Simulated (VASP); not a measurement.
# CuF (P6_3/mmc) in VASP: a series of runs

CuF is run at these levels: PBE; tasks: single point.

Program: VASP 6.6.1. These are calculated values, not measurements. Logs are shortened: lines on timing, memory, paths and dates and some standing lists are left out, and cuts for length are marked.

**1. The cell of the first run**

Symmetry: P6_3/mmc, No. 194, hexagonal system. The conventional cell has a = 3.464 Å, b = 3.464 Å, c = 5.403 Å, α = 90.00°, β = 90.00°, γ = 120.00°. Within 2.6 Å of Cu (site symmetry -6m2) lie 3 F at 2.00 Å. F (site symmetry -6m2) has 3 Cu at 2.00 Å within 2.6 Å.

**2. Single point, PBE (volume changed by -6%)**

INCAR reads:

```
SYSTEM = CuF
ALGO = Normal ; EDIFF = 1E-6
ENCUT = 520 ; GGA = PE
ISIF = 2 ; ISMEAR = -1
LASPH = .TRUE. ; LCHARG = .FALSE.
LREAL = .FALSE. ; LWAVE = .FALSE.
NBANDS = 26 ; NELM = 100
PREC = Accurate ; SIGMA = 0.02
```

KPOINTS reads:

```
k-points
0
G
  9 9 4
  0 0 0
```

POSCAR reads:

```
CuF
1.0
    3.4636356870      0.0000000000      0.0000000000
   -1.7318178435      2.9995964944      0.0000000000
    0.0000000000      0.0000000000      5.4027293711
Cu F
2 2
Direct
    0.3333333333      0.6666666667      0.2500000000
    0.6666666667      0.3333333333      0.7500000000
    0.6666666667      0.3333333333      0.2500000000
    0.3333333333      0.6666666667      0.7500000000
```

Potentials or basis: VASP PAW PBE potentials, release 64 (Cu, F).

On the command line:

```sh
cat potpaw_PBE.64/Cu/POTCAR potpaw_PBE.64/F/POTCAR > POTCAR
mpirun -np 1 vasp_std > vasp.out
```

OUTCAR:

```text
SYSTEM = CuF
   EDIFF = 1E-6
   ENCUT = 520
   GGA = PE
   ISIF = 2
   ISMEAR = -1
   LASPH = .TRUE.
   LREAL = .FALSE.
   NELM = 100
   PREC = Accurate

 ion  position               nearest neighbor table
   1  0.333  0.667  0.250-   3 2.00   3 2.00   3 2.00
   2  0.667  0.333  0.750-   4 2.00   4 2.00   4 2.00
   3  0.667  0.333  0.250-   1 2.00   1 2.00   1 2.00
   4  0.333  0.667  0.750-   2 2.00   2 2.00   2 2.00

  LATTYP: Found a hexagonal cell.
 ALAT       =     3.4636356870
 C/A-ratio  =     1.5598434302

  Lattice vectors:

 A1 = (   3.4636356870,   0.0000000000,   0.0000000000)
 A2 = (  -1.7318178435,   2.9995964944,   0.0000000000)
 A3 = (   0.0000000000,   0.0000000000,   5.4027293711)

Analysis of symmetry for initial positions (statically):
=====================================================================
 Subroutine PRICEL returns:
 Original cell was already a primitive cell.

 Routine SETGRP: Setting up the symmetry group for a
 hexagonal supercell.

 Subroutine GETGRP returns: Found 24 space group operations
 (whereof 12 operations were pure point group operations)
 out of a pool of 24 trial point group operations.

The static configuration has the point symmetry D_3d.
 The point group associated with its full space group is D_6h.

Analysis of symmetry for dynamics (positions and initial velocities):
=====================================================================
 Subroutine PRICEL returns:
 Original cell was already a primitive cell.

 Routine SETGRP: Setting up the symmetry group for a
 hexagonal supercell.

 Subroutine GETGRP returns: Found 24 space group operations
 (whereof 12 operations were pure point group operations)
 out of a pool of 24 trial point group operations.

The dynamic configuration has the point symmetry D_3d.
 The point group associated with its full space group is D_6h.

 Subroutine INISYM returns: Found 24 space group operations
 (whereof 12 operations are pure point group operations),
 and found     1 'primitive' translations

----------------------------------------------------------------------------------------

                                     Primitive cell

  volume of cell :      56.1317

  direct lattice vectors                    reciprocal lattice vectors
     3.463635687  0.000000000  0.000000000     0.288713967  0.166689087  0.000000000
    -1.731817844  2.999596494  0.000000000     0.000000000  0.333378173  0.000000000
     0.000000000  0.000000000  5.402729371     0.000000000  0.000000000  0.185091633

  length of vectors
     3.463635687  3.463635687  5.402729371     0.333378173  0.333378173  0.185091633

  position of ions in fractional coordinates (direct lattice)
     0.333333333  0.666666667  0.250000000
     0.666666667  0.333333333  0.750000000
     0.666666667  0.333333333  0.250000000
     0.333333333  0.666666667  0.750000000

  ion indices of the primitive-cell ions
   primitive index   ion index
                 1           1
                 2           2
                 3           3
                 4           4

----------------------------------------------------------------------------------------

 KPOINTS: k-points

Automatic generation of k-mesh.
 Grid dimensions read from file:
 generate k-points for:    9    9    4

 Generating k-lattice:

  Cartesian coordinates                     Fractional coordinates (reciprocal lattice)
     0.032079330  0.018521010  0.000000000     0.111111111  0.000000000  0.000000000
     0.000000000  0.037042019  0.000000000     0.000000000  0.111111111  0.000000000
     0.000000000  0.000000000  0.046272908     0.000000000  0.000000000  0.250000000

  Length of vectors
     0.037042019  0.037042019  0.046272908

  Shift w.r.t. Gamma in fractional coordinates (k-lattice)
     0.000000000  0.000000000  0.000000000

 Subroutine IBZKPT returns following result:
 ===========================================

 Found     36 irreducible k-points:

 Following reciprocal coordinates:
            Coordinates               Weight
  0.000000  0.000000  0.000000      1.000000
  0.111111 -0.000000  0.000000      6.000000
  0.222222 -0.000000  0.000000      6.000000
  0.333333 -0.000000  0.000000      6.000000
  0.444444 -0.000000  0.000000      6.000000
  0.111111  0.111111  0.000000      6.000000
[... 16 lines left out ...]
  0.333333  0.222222  0.250000     24.000000
  0.333333  0.333333  0.250000      4.000000
 [... further k-points ...]
   k-points           NKPTS =     36   k-points in BZ     NKDIM =     36   number of bands    NBANDS=     26
   number of dos      NEDOS =    301   number of ions     NIONS =      4
   total plane-waves  NPLWV =  31360
   dimension x,y,z NGX =    28 NGY =   28 NGZ =   40
   dimension x,y,z NGXF=    56 NGYF=   56 NGZF=   80
   ions per type =               2   2
   NGX,Y,Z   is equivalent  to a cutoff of  13.44, 13.44, 12.31 a.u.
   NGXF,Y,Z  is equivalent  to a cutoff of  26.88, 26.88, 24.62 a.u.
 SYSTEM =  CuF
[... 30 lines left out ...]
  volume/ion in A,a.u.               =      14.03        94.70
  Fermi-wavevector in a.u.,A,eV,Ry     =   1.411799  2.667914 27.118817  1.993177
  Thomas-Fermi vector in A             =   2.533613
   LORBIT       =      0    0 simple, 1 ext, 2 COOP (PROOUT), +10 PAW based schemes
   GGA     = PE    functional components
   LHFCALC =     F    Hartree Fock is set to
   AEXX    =    0.0000 exact exchange contribution
   IVDW    =     0    specifies the selected vdW correction
   LEPSILON=     F    determine dielectric tensor
   LRPA    =     F    only Hartree local field effects (RPA)
 non-spin polarized calculation
  energy-cutoff  :      520.00
  volume of cell :       56.13
 maximum number of plane-waves:      1534
 NGX is ok and might be reduce to    28
   NGX = 13   NGY = 13   NGZ = 21

 number of electron      35.9999985 magnetization

 Free energy of the ion-electron system (eV)
  ---------------------------------------------------
  ext. energy  EPLUGINS =         0.00000000
  ---------------------------------------------------
  free energy    TOTEN  =       -14.24034061 eV

  energy without entropy =      -14.23646052  energy(sigma->0) =      -14.23840057

 E-fermi :   3.1114     XC(G=0):  -9.8376

 val. band max:        3.0951868100   @ k =   0.1111  -0.0000   0.2500
 cond. band min:       3.1310330000   @ k =   0.0000   0.0000   0.0000
 fundamental gap:      0.0358461900
 Fermi energy:         3.1114022065

 k-point     1 :       0.0000    0.0000    0.0000
  band No.  band energies     occupation
      1     -21.7480      2.00000
      2     -21.5814      2.00000
      3      -3.7990      2.00000
      4      -3.7990      2.00000
      5      -3.7852      2.00000
      6      -3.6722      2.00000
[... 18 lines left out ...]
     25      15.2749      0.00000
     26      17.3170      0.00000

 k-point     2 :       0.1111   -0.0000    0.0000
  band No.  band energies     occupation
      1     -21.7305      2.00000
      2     -21.5728      2.00000
      3      -3.8838      2.00000
      4      -3.7848      2.00000
      5      -3.7835      2.00000
      6      -3.7385      2.00000
[... 18 lines left out ...]
     25      15.8539      0.00000
     26      16.3574      0.00000

 k-point     3 :       0.2222   -0.0000    0.0000
  band No.  band energies     occupation
      1     -21.6847      2.00000
      2     -21.5523      2.00000
      3      -4.1252      2.00000
      4      -3.9678      2.00000
      5      -3.7411      2.00000
      6      -3.6067      2.00000
[... 18 lines left out ...]
     25      14.4317      0.00000
     26      16.8357      0.00000

 k-point     4 :       0.3333   -0.0000    0.0000
  band No.  band energies     occupation
      1     -21.6281      2.00000
      2     -21.5331      2.00000
      3      -4.3697      2.00000
      4      -4.1156      2.00000
      5      -3.6832      2.00000
      6      -3.4230      2.00000
[... 18 lines left out ...]
     25      14.0861      0.00000
     26      17.1665      0.00000
[... 496 lines left out ...]
      1     -21.5897      2.00000
      2     -21.5374      2.00000
      3      -4.3019      2.00000
      4      -4.2485      2.00000
      5      -3.7307      2.00000
      6      -3.5330      2.00000
[... 18 lines left out ...]
     25      13.3290      0.00000
     26      16.1882      0.00000

 k-point    23 :       0.3333    0.2222    0.2500
  band No.  band energies     occupation
      1     -21.5575      2.00000
      2     -21.5314      2.00000
      3      -4.3170      2.00000
      4      -4.2137      2.00000
      5      -3.8175      2.00000
      6      -3.5462      2.00000
[... 18 lines left out ...]
     25      13.7784      0.00000
     26      15.1305      0.00000

 k-point    24 :       0.3333    0.3333    0.2500
  band No.  band energies     occupation
      1     -21.5381      2.00000
      2     -21.5381      2.00000
      3      -4.1711      2.00000
      4      -4.1711      2.00000
      5      -3.9774      2.00000
      6      -3.6079      2.00000
[... 18 lines left out ...]
     25      14.5932      0.00000
     26      15.3607      0.00000

 [... further k-points ...]
[... 5 lines left out ...]
  --------------------------------------------------------------------------------------
  -------------------------------------------------------------------------------------
  Total        2.1325673      2.1325673      0.5698723      0.0000000      0.0000000      0.0000000
  in kB       60.8702476     60.8702476     16.2659652      0.0000000      0.0000000      0.0000000
  external PRESSURE =      46.0021534 kB  Pullay stress =       0.0000000 kB

 VOLUME and BASIS-vectors are now :
 -----------------------------------------------------------------------------
  energy-cutoff  :      520.00
  volume of cell :       56.13
      direct lattice vectors                 reciprocal lattice vectors
     3.463635687  0.000000000  0.000000000     0.288713967  0.166689087  0.000000000
    -1.731817844  2.999596494  0.000000000     0.000000000  0.333378173  0.000000000
     0.000000000  0.000000000  5.402729371     0.000000000  0.000000000  0.185091633

 POSITION                                       TOTAL-FORCE (eV/Angst)
 -----------------------------------------------------------------------------------
     -0.00000      1.99973      1.35068         0.000000     -0.000000     -0.000000
      1.73182      0.99987      4.05205        -0.000000      0.000000      0.000000
      1.73182      0.99987      1.35068        -0.000000      0.000000      0.000000
     -0.00000      1.99973      4.05205         0.000000     -0.000000      0.000000
 -----------------------------------------------------------------------------------
    total drift:                                0.000000      0.000000     -0.000000

  FREE ENERGIE OF THE ION-ELECTRON SYSTEM (eV)
  ---------------------------------------------------
  free  energy   TOTEN  =       -14.2403406135 eV

  energy  without entropy=      -14.2364605203  energy(sigma->0) =      -14.23840057
```

It took 30 s on 1 thread of Intel Xeon Platinum 8559C (Emerald Rapids), shared host; peak memory 0.19 GiB.

What came out:

```
Free energy            : -14.2403 eV
Pressure               : 4.6 GPa
Band gap on the k mesh : zero (band 18 reaches 3.15 eV, above the bottom of band 19 at 3.08 eV)
```

Stress tensor (GPa, compression positive):
```
6.09 0.00 0.00
0.00 6.09 0.00
0.00 0.00 1.63
```

Caveat: the cell differs from its parent crystal (volume changed by -6%); semilocal functionals often make such compounds metallic where correlation or magnetic order opens a gap, which also shifts bond lengths.

**3. Single point, PBE (volume changed by -3%)**

INCAR reads:

```
ALGO = Normal ; EDIFF = 1E-6
ENCUT = 520 ; GGA = PE
ISIF = 2 ; ISMEAR = -1
LASPH = T ; LCHARG = F
LREAL = F ; LWAVE = F
NBANDS = 26 ; NELM = 60
PREC = Accurate ; SIGMA = 0.02
```

KPOINTS reads:

```
k-points
0
Gamma
  9 9 4
```

POSCAR reads:

```
CuF
1.0
    3.5000976895      0.0000000000      0.0000000000
   -1.7500488448      3.0311735149      0.0000000000
    0.0000000000      0.0000000000      5.4596043862
Cu F
2 2
Direct
    0.3333333333      0.6666666667      0.2500000000
    0.6666666667      0.3333333333      0.7500000000
    0.6666666667      0.3333333333      0.2500000000
    0.3333333333      0.6666666667      0.7500000000
```

Potentials or basis: VASP PAW PBE potentials, release 64 (Cu, F).

On the command line:

```sh
cat potpaw_PBE.64/Cu/POTCAR potpaw_PBE.64/F/POTCAR > POTCAR
mpirun -np 1 vasp_std > vasp.out
```

Wall time 32 s (1 thread of Intel Xeon Platinum 8559C (Emerald Rapids), shared host); peak memory 0.19 GiB.

The run converged. Its results:

```yaml
Free_energy: -14.2800 eV
Pressure: 2.2 GPa
Band_gap_on_the_k_mesh: zero (band 18 reaches 2.85 eV, above the bottom of band 19 at 2.79 eV)
```

Stress tensor (GPa, compression positive):
```
2.98 0.00 0.00
0.00 2.98 0.00
0.00 0.00 0.66
```

Levels at points of the mesh, in eV from the Fermi level:
```csv
k point,band 14,band 15,band 16,band 17,band 18,band 19,band 20,band 21,band 22,band 23
"(0.00, 0.00, 0.00)",-0.94,-0.79,0.02,0.02,0.03,0.03,3.14,4.41,11.48,11.48
"(0.00, 0.00, 0.50)",-0.95,0.02,0.02,0.02,0.02,0.26,0.26,8.39,8.39,11.53
```

Caveat: the cell differs from its parent crystal (volume changed by -3%); semilocal functionals often make such compounds metallic where correlation or magnetic order opens a gap, which also shifts bond lengths.

**4. Single point, PBE**

This run uses another cell than the first one, of 14.93 Å³/atom, 1.064 times its volume.

INCAR reads:

```
ALGO = Normal
EDIFF = 1E-7
ENCUT = 520
GGA = PE
ISIF = 2
ISMEAR = -1
LASPH = True
LCHARG = False
LREAL = False
LWAVE = False
NBANDS = 26
NELM = 80
PREC = Accurate
SIGMA = 0.02
```

KPOINTS is that of step 3.

POSCAR reads:

```
CuF
1.0
    3.5358154390      0.0000000000      0.0000000000
   -1.7679077195      3.0621059933      0.0000000000
    0.0000000000      0.0000000000      5.5153184831
Cu F
2 2
Direct
    0.3333333333      0.6666666667      0.2500000000
    0.6666666667      0.3333333333      0.7500000000
    0.6666666667      0.3333333333      0.2500000000
    0.3333333333      0.6666666667      0.7500000000
```

On the command line:

```sh
cat potpaw_PBE.64/Cu/POTCAR potpaw_PBE.64/F/POTCAR > POTCAR
mpirun -np 1 vasp_std > vasp.out
```

Wall time 37 s (1 thread of Intel Xeon Platinum 8559C (Emerald Rapids), shared host); peak memory 0.19 GiB.

The run converged. Its results:

| Quantity | Value |
| --- | --- |
| Free energy | -14.2948 eV |
| Pressure | 0.1 GPa |
| Band gap on the k mesh | zero (band 18 reaches 2.57 eV, above the bottom of band 19 at 2.51 eV) |

Stress tensor (GPa, compression positive):
```
 0.24  0.00  0.00
 0.00  0.24  0.00
 0.00  0.00 -0.29
```

Levels at points of the mesh, in eV from the Fermi level:
| k point | band 14 | band 15 | band 16 | band 17 | band 18 | band 19 | band 20 | band 21 | band 22 | band 23 |
| --- | --- | --- | --- | --- | --- | --- | --- | --- | --- | --- |
| (0.00, 0.00, 0.00) | -0.89 | -0.76 | 0.01 | 0.01 | 0.03 | 0.03 | 3.06 | 4.39 | 11.35 | 11.35 |
| (0.00, 0.00, 0.50) | -0.91 | 0.02 | 0.02 | 0.02 | 0.02 | 0.26 | 0.26 | 8.28 | 8.28 | 11.39 |

Caveat: semilocal functionals often make such compounds metallic where correlation or magnetic order opens a gap, which also shifts bond lengths. With open d or f shells a metallic result of PBE can be an artefact of self-interaction; +U or a hybrid may open a gap.

**5. Single point, PBE (volume changed by +3%)**

INCAR reads:

```
  PREC = Accurate
  ENCUT = 520
  EDIFF = 1E-7
  ISMEAR = -1
  SIGMA = 0.02
  LREAL = False
  LASPH = True
  NELM = 100
  ALGO = Normal
  ISIF = 2
  LWAVE = False
  LCHARG = True
  GGA = PE
  LELF = True
  LVHAR = True
  NBANDS = 26
```

KPOINTS reads:

```
Automatic mesh
0
Gamma
  9 9 4
```

POSCAR reads:

```
CuF
1.0
    3.5708257896      0.0000000000      0.0000000000
   -1.7854128948      3.0924258462      0.0000000000
    0.0000000000      0.0000000000      5.5699291483
Cu F
2 2
Direct
    0.3333333333      0.6666666667      0.2500000000
    0.6666666667      0.3333333333      0.7500000000
    0.6666666667      0.3333333333      0.2500000000
    0.3333333333      0.6666666667      0.7500000000
```

On the command line:

```sh
cat potpaw_PBE.64/Cu/POTCAR potpaw_PBE.64/F/POTCAR > POTCAR
mpirun -np 1 vasp_std > vasp.out
```

Run time: 43 s. Hardware: 1 thread of Intel Xeon Platinum 8559C (Emerald Rapids), shared host; peak memory 0.19 GiB.

The run converged. Its results:

```
Free energy            : -14.2890 eV
Pressure               : -1.6 GPa
Band gap on the k mesh : zero (band 18 reaches 2.30 eV, above the bottom of band 19 at 2.25 eV)
```

Stress tensor (GPa, compression positive):
```
-1.96  0.00  0.00
 0.00 -1.96  0.00
 0.00  0.00 -0.97
```

Levels at points of the mesh, in eV from the Fermi level:
| k point | band 16 | band 17 | band 18 | band 19 | band 20 | band 21 |
| --- | --- | --- | --- | --- | --- | --- |
| (0.00, 0.00, 0.00) | 0.01 | 0.01 | 0.02 | 0.02 | 2.98 | 4.37 |
| (0.00, 0.00, 0.50) | 0.02 | 0.02 | 0.02 | 0.26 | 0.26 | 8.16 |

Caveat: the cell differs from its parent crystal (volume changed by +3%); semilocal functionals often make such compounds metallic where correlation or magnetic order opens a gap, which also shifts bond lengths.

**6. Single point, PBE (volume changed by +6%)**

INCAR reads:

```
PREC     = Accurate       # precision mode
ENCUT    = 520            # plane-wave cutoff, eV
EDIFF    = 1E-6           # SCF threshold, eV
ISMEAR   = -1             # smearing method
SIGMA    = 0.02           # smearing width, eV
LREAL    = F              # projectors in reciprocal space
LASPH    = T              # aspherical terms in the spheres
NELM     = 100            # most SCF steps
ALGO     = Normal         # electronic algorithm
ISIF     = 2              # what is computed and relaxed
LWAVE    = F              # write WAVECAR
LCHARG   = F              # write CHGCAR
GGA      = PE             # functional
NBANDS   = 26             # bands
```

KPOINTS reads:

```
regular mesh
0
Gamma
  9 9 4
```

POSCAR reads:

```
CuF
1.0
    3.6051627593      0.0000000000      0.0000000000
   -1.8025813797      3.1221625344      0.0000000000
    0.0000000000      0.0000000000      5.6234894451
Cu F
2 2
Direct
    0.3333333333      0.6666666667      0.2500000000
    0.6666666667      0.3333333333      0.7500000000
    0.6666666667      0.3333333333      0.2500000000
    0.3333333333      0.6666666667      0.7500000000
```

Potentials or basis: VASP PAW PBE potentials, release 64 (Cu, F).

On the command line:

```sh
cat potpaw_PBE.64/Cu/POTCAR potpaw_PBE.64/F/POTCAR > POTCAR
mpirun -np 1 vasp_std > vasp.out
```

It took 35 s on 1 thread of Intel Xeon Platinum 8559C (Emerald Rapids), shared host; peak memory 0.2 GiB.

It converged, with:

* Free energy: -14.2655 eV
* Pressure: -3.0 GPa
* Band gap on the k mesh: zero (band 18 reaches 2.05 eV, above the bottom of band 19 at 2.01 eV)

Stress tensor (GPa, compression positive):
```
-3.80  0.00  0.00
 0.00 -3.80  0.00
 0.00  0.00 -1.52
```

Levels at points of the mesh, in eV from the Fermi level:
| k point | band 15 | band 16 | band 17 | band 18 | band 19 | band 20 | band 21 | band 22 |
| --- | --- | --- | --- | --- | --- | --- | --- | --- |
| (0.00, 0.00, 0.00) | -0.71 | 0.00 | 0.00 | 0.02 | 0.02 | 2.90 | 4.35 | 11.09 |
| (0.00, 0.00, 0.50) | 0.01 | 0.01 | 0.01 | 0.01 | 0.27 | 0.27 | 8.06 | 8.06 |

Caveat: the cell differs from its parent crystal (volume changed by +6%); semilocal functionals often make such compounds metallic where correlation or magnetic order opens a gap, which also shifts bond lengths.

**7. Summary**

| cell | gap on the mesh (eV) | pressure (GPa) |
| --- | --- | --- |
| a = 3.464, b = 3.464, c = 5.403 Å, angles 90.0, 90.0, 120.0°, 4 atoms | none | 4.6 |
| a = 3.500, b = 3.500, c = 5.460 Å, angles 90.0, 90.0, 120.0°, 4 atoms | none | 2.2 |
| a = 3.536, b = 3.536, c = 5.515 Å, angles 90.0, 90.0, 120.0°, 4 atoms | none | 0.1 |
| a = 3.571, b = 3.571, c = 5.570 Å, angles 90.0, 90.0, 120.0°, 4 atoms | none | -1.6 |
| a = 3.605, b = 3.605, c = 5.623 Å, angles 90.0, 90.0, 120.0°, 4 atoms | none | -3.0 |

Alike in all rows: task single point; level PBE; potentials or basis VASP PAW PBE potentials, release 64 (Cu, F); no spin polarisation; k mesh 9 × 9 × 4; cutoff (eV) 520; smearing fermi-dirac 0.02 eV.

Caveats: semilocal functionals often make such compounds metallic where correlation or magnetic order opens a gap, which also shifts bond lengths.

Total energies depend on the potentials used, so only differences within one code and one set of settings carry meaning.
